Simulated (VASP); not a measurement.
# PbS (Galena) (Fm-3m) in VASP: a series of runs

The runs below take PbS (Galena) through single point, with PBE.

Everything below comes from runs of VASP 6.6.1. Logs are shortened: lines on timing, memory, paths and dates and some standing lists are left out, and cuts for length are marked.

### 1 The cell of the first run

Symmetry: Fm-3m, No. 225, cubic system. The conventional cell has a = 5.851 Å, b = 5.851 Å, c = 5.851 Å, α = 90.00°, β = 90.00°, γ = 90.00°. Within 3.9 Å of Pb (site symmetry m-3m) lie 6 S at 2.93 Å. Within 3.9 Å of S (site symmetry m-3m) lie 6 Pb at 2.93 Å.

### 2 Single point, PBE

INCAR reads:

```
SYSTEM = PbS
ALGO = Normal ; EDIFF = 1E-6
ENCUT = 500 ; GGA = PE
GGA_COMPAT = .False. ; ISIF = 2
ISMEAR = 0 ; LASPH = .True.
LCHARG = .True. ; LELF = .True.
LREAL = .False. ; LVHAR = .True.
LWAVE = .False. ; NBANDS = 17
NELM = 120 ; PREC = Accurate
SIGMA = 0.01
```

KPOINTS reads:

```
k-points
0
Gamma
  6 6 6
  0 0 0
```

POSCAR reads:

```
PbS
1.0
    0.0000000000      2.9256673838      2.9256673838
    2.9256673838      0.0000000000      2.9256673838
    2.9256673838      2.9256673838      0.0000000000
Pb S
1 1
Direct
    0.0000000000      0.0000000000      0.0000000000
    0.5000000000      0.5000000000      0.5000000000
```

Potentials or basis: VASP PAW PBE potentials, release 64 (Pb_d, S).

Launch:

```bash
cat potpaw_PBE.64/Pb_d/POTCAR potpaw_PBE.64/S/POTCAR > POTCAR
mpirun -np 1 vasp_std > vasp.out
```

OUTCAR:

```text
SYSTEM = PbS
   EDIFF = 1E-6
   ENCUT = 500
   GGA = PE
   ISIF = 2
   ISMEAR = 0
   LASPH = .True.
   LREAL = .False.
   NELM = 120
   PREC = Accurate

 ion  position               nearest neighbor table
   1  0.000  0.000  0.000-   2 2.93   2 2.93   2 2.93   2 2.93   2 2.93   2 2.93
   2  0.500  0.500  0.500-   1 2.93   1 2.93   1 2.93   1 2.93   1 2.93   1 2.93

  LATTYP: Found a face centered cubic cell.
 ALAT       =     5.8513347676

  Lattice vectors:

 A1 = (   0.0000000000,   2.9256673838,   2.9256673838)
 A2 = (   2.9256673838,   0.0000000000,   2.9256673838)
 A3 = (   2.9256673838,   2.9256673838,   0.0000000000)

Analysis of symmetry for initial positions (statically):
=====================================================================
 Subroutine PRICEL returns:
 Original cell was already a primitive cell.

 Routine SETGRP: Setting up the symmetry group for a
 face centered cubic supercell.

 Subroutine GETGRP returns: Found 48 space group operations
 (whereof 48 operations were pure point group operations)
 out of a pool of 48 trial point group operations.

The static configuration has the point symmetry O_h .

Analysis of symmetry for dynamics (positions and initial velocities):
=====================================================================
 Subroutine PRICEL returns:
 Original cell was already a primitive cell.

 Routine SETGRP: Setting up the symmetry group for a
 face centered cubic supercell.

 Subroutine GETGRP returns: Found 48 space group operations
 (whereof 48 operations were pure point group operations)
 out of a pool of 48 trial point group operations.

The dynamic configuration has the point symmetry O_h .

 Subroutine INISYM returns: Found 48 space group operations
 (whereof 48 operations are pure point group operations),
 and found     1 'primitive' translations

----------------------------------------------------------------------------------------

                                     Primitive cell

  volume of cell :      50.0847

  direct lattice vectors                    reciprocal lattice vectors
     0.000000000  2.925667384  2.925667384    -0.170901177  0.170901177  0.170901177
     2.925667384  0.000000000  2.925667384     0.170901177 -0.170901177  0.170901177
     2.925667384  2.925667384  0.000000000     0.170901177  0.170901177 -0.170901177

  length of vectors
     4.137518493  4.137518493  4.137518493     0.296009522  0.296009522  0.296009522

  position of ions in fractional coordinates (direct lattice)
     0.000000000  0.000000000  0.000000000
     0.500000000  0.500000000  0.500000000

  ion indices of the primitive-cell ions
[... 66 lines left out ...]
   EDIFF  = 0.1E-05   stopping-criterion for ELM
   LREAL  =      F    real-space projection
   EDIFFG = 0.1E-04   stopping-criterion for IOM
   NSW    =      0    number of steps for IOM
   IBRION =     -1    ionic relax: 0-MD 1-quasi-New 2-CG
   NFREE  =      0    steps in history (QN), initial steepest desc. (CG)
   ISIF   =      2    stress and relaxation
   ISYM   =      2    0-nonsym 1-usesym 2-fastsym
   POTIM  = 0.5000    time-step for ionic-motion
   TEBEG  =    0.0;   TEEND  =   0.0 temperature during run
   PSTRESS=    0.0 pullay stress
   NELECT =      20.0000    total number of electrons
   NUPDOWN=      -1.0000    fix difference up-down
   EMIN   =  10.00;   EMAX   =-10.00  energy-range for DOS
   EFERMI =   0.00;   METHOD = LEGACY
   ISMEAR =     0;   SIGMA  =   0.01  broadening in eV -4-tet -1-fermi 0-gaus
   EFERMI_NEDOS =   21; number of points for ismear=-14 and -15
   IALGO  =     38    algorithm
   IMIX   =      4    mixing-type and parameters
     AMIX     =   0.40;   BMIX     =  1.00
     AMIX_MAG =   1.60;   BMIX_MAG =  1.00
  volume/ion in A,a.u.               =      25.04       168.99
  Fermi-wavevector in a.u.,A,eV,Ry     =   1.205544  2.278149 19.773855  1.453337
  Thomas-Fermi vector in A             =   2.341238
   LORBIT       =      0    0 simple, 1 ext, 2 COOP (PROOUT), +10 PAW based schemes
   GGA     = PE    functional components
   LHFCALC =     F    Hartree Fock is set to
   AEXX    =    0.0000 exact exchange contribution
   IVDW    =     0    specifies the selected vdW correction
   LEPSILON=     F    determine dielectric tensor
   LRPA    =     F    only Hartree local field effects (RPA)
 non-spin polarized calculation
 Gauss-broadening in eV      SIGMA  =   0.01
  energy-cutoff  :      500.00
  volume of cell :       50.08
 maximum number of plane-waves:      1303
   NGX = 15   NGY = 15   NGZ = 15

 number of electron      19.9999998 magnetization

 Free energy of the ion-electron system (eV)
  ---------------------------------------------------
  ext. energy  EPLUGINS =         0.00000000
  ---------------------------------------------------
  free energy    TOTEN  =        -8.71138761 eV

  energy without entropy =       -8.71138761  energy(sigma->0) =       -8.71138761

 E-fermi :   6.4840     XC(G=0):  -9.8770

 val. band max:        6.4226067873   @ k =   0.5000   0.0000   0.0000
 cond. band min:       6.6277621478   @ k =   0.5000   0.0000   0.0000
 fundamental gap:      0.2051553605
 Fermi energy:         6.4839545885

 k-point     1 :       0.0000    0.0000    0.0000
  band No.  band energies     occupation
      1     -10.5236      2.00000
      2     -10.5236      2.00000
      3     -10.5236      2.00000
      4     -10.5084      2.00000
      5     -10.5084      2.00000
      6      -7.6078      2.00000
[... 297 lines left out ...]
      4     -10.4789      2.00000
      5     -10.4522      2.00000
      6      -5.7269      2.00000
[... 9 lines left out ...]
     16      18.3304      0.00000
     17      18.5868      0.00000

------------------------ aborting loop because EDIFF is reached ----------------------------------------

  FORCE on cell =-STRESS in cart. coord.  units (eV):
  Direction    XX          YY          ZZ          XY          YZ          ZX
  --------------------------------------------------------------------------------------
  -------------------------------------------------------------------------------------
  Total        1.5270387      1.5270387      1.5270387     -0.0000000      0.0000000      0.0000000
  in kB       48.8490102     48.8490102     48.8490102     -0.0000000      0.0000000      0.0000000
  external PRESSURE =      48.8490102 kB  Pullay stress =       0.0000000 kB

 VOLUME and BASIS-vectors are now :
 -----------------------------------------------------------------------------
  energy-cutoff  :      500.00
  volume of cell :       50.08
      direct lattice vectors                 reciprocal lattice vectors
     0.000000000  2.925667384  2.925667384    -0.170901177  0.170901177  0.170901177
     2.925667384  0.000000000  2.925667384     0.170901177 -0.170901177  0.170901177
     2.925667384  2.925667384  0.000000000     0.170901177  0.170901177 -0.170901177

 POSITION                                       TOTAL-FORCE (eV/Angst)
 -----------------------------------------------------------------------------------
      0.00000      0.00000      0.00000         0.000000     -0.000000      0.000000
      2.92567      2.92567      2.92567        -0.000000      0.000000     -0.000000
 -----------------------------------------------------------------------------------
    total drift:                               -0.000000      0.000000      0.000000

  FREE ENERGIE OF THE ION-ELECTRON SYSTEM (eV)
  ---------------------------------------------------
  free  energy   TOTEN  =        -8.7113876082 eV

  energy  without entropy=       -8.7113876082  energy(sigma->0) =       -8.71138761
```

OSZICAR:

```text
N       E                     dE             d eps       ncg     rms          rms(c)
DAV:   1     0.153640462957E+03    0.15364E+03   -0.96895E+03   552   0.121E+03
DAV:   2     0.241136723002E+01   -0.15123E+03   -0.14614E+03   594   0.308E+02
DAV:   3    -0.886515681241E+01   -0.11277E+02   -0.11198E+02   701   0.908E+01
DAV:   4    -0.914827271695E+01   -0.28312E+00   -0.28287E+00   694   0.152E+01
DAV:   5    -0.915945192506E+01   -0.11179E-01   -0.11178E-01   798   0.302E+00    0.499E+00
DAV:   6    -0.870849758419E+01    0.45095E+00   -0.12451E+00   844   0.795E+00    0.347E+00
DAV:   7    -0.870829181128E+01    0.20577E-03   -0.14509E-01   653   0.195E+00    0.195E+00
DAV:   8    -0.871171185266E+01   -0.34200E-02   -0.15983E-02   661   0.138E+00    0.229E-01
DAV:   9    -0.871122439030E+01    0.48746E-03   -0.30532E-03   853   0.517E-01    0.747E-02
DAV:  10    -0.871137693739E+01   -0.15255E-03   -0.32937E-04   617   0.120E-01    0.433E-02
DAV:  11    -0.871138683323E+01   -0.98958E-05   -0.53347E-05   749   0.812E-02    0.169E-02
DAV:  12    -0.871138760823E+01   -0.77501E-06   -0.37114E-06   707   0.189E-02
   1 F= -.87113876E+01 E0= -.87113876E+01  d E =-.472204E-20
```

It took 15 s on 1 thread of Intel Xeon 6975P-C, shared host; peak memory 0.17 GiB.

What came out:

- Free energy: -8.7114 eV
- Pressure: 4.9 GPa
- Band gap on the k mesh: 0.21 eV, direct

Caveat: spin-orbit coupling is left out, which moves the levels of the heavy elements. A k mesh can miss the band edges.

### 3 Single point, PBE

This run uses another cell than the first one, of 25.56 Å³/atom, 1.021 times its volume.

INCAR reads:

```
PREC = Accurate
ENCUT = 500
EDIFF = 1E-6
ISMEAR = 0
SIGMA = 0.01
LREAL = F
LASPH = T
NELM = 120
ALGO = Normal
ISIF = 2
LWAVE = F
LCHARG = T
GGA = PE
LELF = T
LVHAR = T
NBANDS = 17
GGA_COMPAT = F
```

KPOINTS reads:

```
regular mesh
0
Gamma
  6 6 6
```

POSCAR reads:

```
PbS
1.0
    0.0000000000      2.9458450378      2.9458450378
    2.9458450378      0.0000000000      2.9458450378
    2.9458450378      2.9458450378      0.0000000000
Pb S
1 1
Direct
    0.0000000000      0.0000000000      0.0000000000
    0.5000000000      0.5000000000      0.5000000000
```

Potentials or basis: VASP PAW PBE potentials, release 64 (Pb_d, S).

Launch:

```bash
cat potpaw_PBE.64/Pb_d/POTCAR potpaw_PBE.64/S/POTCAR > POTCAR
mpirun -np 1 vasp_std > vasp.out
```

It took 16 s on 1 thread of Intel Xeon 6975P-C, shared host; peak memory 0.17 GiB.

The run converged. Its results:

```
Free energy            : -8.7390 eV
Pressure               : 3.4 GPa
Band gap on the k mesh : 0.29 eV, direct
```

Levels at points of the mesh, in eV from the valence-band top:
```csv
k point,band 8,band 9,band 10,band 11,band 12,band 13
"(0.00, 0.00, 0.00)",-2.30,-2.30,-2.30,5.25,5.25,5.25
"(0.50, 0.00, 0.00)",-1.89,-1.89,0.00,0.29,1.89,1.89
"(0.50, 0.50, 0.00)",-5.40,-3.60,-3.60,3.75,5.62,5.74
```

Caveat: spin-orbit coupling is left out, which moves the levels of the heavy elements. A k mesh can miss the band edges.

### 4 Single point, PBE

This run uses another cell than the first one, of 27.13 Å³/atom, 1.083 times its volume.

INCAR reads:

```
PREC = Accurate
ENCUT = 500
EDIFF = 1E-6
ISMEAR = 0
SIGMA = 0.01
LREAL = False
LASPH = True
NELM = 120
ALGO = Normal
ISIF = 2
LWAVE = False
LCHARG = True
GGA = PE
LELF = True
LVHAR = True
NBANDS = 17
GGA_COMPAT = False
```

KPOINTS is that of step 3.

POSCAR reads:

```
PbS
1.0
    0.0000000000      3.0047775019      3.0047775019
    3.0047775019      0.0000000000      3.0047775019
    3.0047775019      3.0047775019      0.0000000000
Pb S
1 1
Direct
    0.0000000000      0.0000000000      0.0000000000
    0.5000000000      0.5000000000      0.5000000000
```

Launch:

```bash
cat potpaw_PBE.64/Pb_d/POTCAR potpaw_PBE.64/S/POTCAR > POTCAR
mpirun -np 1 vasp_std > vasp.out
```

Wall time 13 s (1 thread of Intel Xeon 6975P-C, shared host); peak memory 0.17 GiB.

It converged, with:

| Item | Value |
| --- | --- |
| Free energy | -8.7711 eV |
| Pressure | -0.1 GPa |
| Band gap on the k mesh | 0.50 eV, direct |

Levels at points of the mesh, in eV from the valence-band top:
```
           k point  band 6  band 7  band 8  band 9  band 10  band 11  band 12  band 13  band 14  band 15
(0.00, 0.00, 0.00)  -13.21   -6.07   -1.94   -1.94    -1.94     5.14     5.14     5.14     6.87     6.87
(0.50, 0.00, 0.00)  -12.07   -8.59   -1.58   -1.58     0.00     0.50     2.08     2.08     8.65    10.23
(0.50, 0.50, 0.00)  -11.70   -7.11   -4.82   -3.15    -3.15     4.07     5.48     5.57     5.57    11.18
```

Caveat: spin-orbit coupling is left out, which moves the levels of the heavy elements. A k mesh can miss the band edges.

### 5 Overview

```csv
cell,gap on the mesh (eV),pressure (GPa)
"a = 4.138 Å, angles 60.0°, 2 atoms",0.21,4.9
"a = 4.166 Å, angles 60.0°, 2 atoms",0.29,3.4
"a = 4.249 Å, angles 60.0°, 2 atoms",0.50,-0.1
```

Alike in all rows: task single point; level PBE; potentials or basis VASP PAW PBE potentials, release 64 (Pb_d, S); no spin polarisation; k mesh 6 × 6 × 6; cutoff (eV) 500; smearing gaussian 0.01 eV.

Caveats: spin-orbit coupling is left out, which moves the levels of the heavy elements.

Absolute energies hang on the potentials; compare differences alone.
